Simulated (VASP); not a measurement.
A run of VASP 6.6.1 is set up as follows.

The input INCAR:

```
ALGO = Fast ; EDIFF = 1E-7
ENCUT = 520 ; GGA = CA
ISIF = 2 ; ISMEAR = 0
LASPH = T ; LCHARG = F
LREAL = F ; LWAVE = F
NBANDS = 13 ; NELM = 100
PREC = Accurate ; SIGMA = 0.15
```

File KPOINTS:

```
k-points
0
Gamma
  22 22 22
```

File POSCAR:

```
Mo
1.0
   -1.4531750000      1.5710000000      1.5710000000
    1.4531750000     -1.5710000000      1.5710000000
    1.4531750000      1.5710000000     -1.5710000000
Mo
1
Direct
    0.0000000000      0.0000000000      0.0000000000
```

Potentials or basis: VASP PAW LDA potentials, release 64 (Mo_sv).

Command:

```sh
$ cat potpaw_LDA.64/Mo_sv/POTCAR > POTCAR
$ mpirun -np 1 vasp_std > vasp.out
```

Q: Predict the pressure.

A: 18.0 GPa.

Q: What does it give for the band gap on the k mesh?

A: Zero (band 7 reaches 18.35 eV, above the bottom of band 8 at 12.51 eV).

Stress tensor (GPa, compression positive):
```
36.61  0.00  0.00
 0.00  8.71  0.00
 0.00  0.00  8.71
```

Caveat: the cell differs from its parent crystal (strain -0.0750 x Voigt [1, 0, 0, 0, 0, 0]).
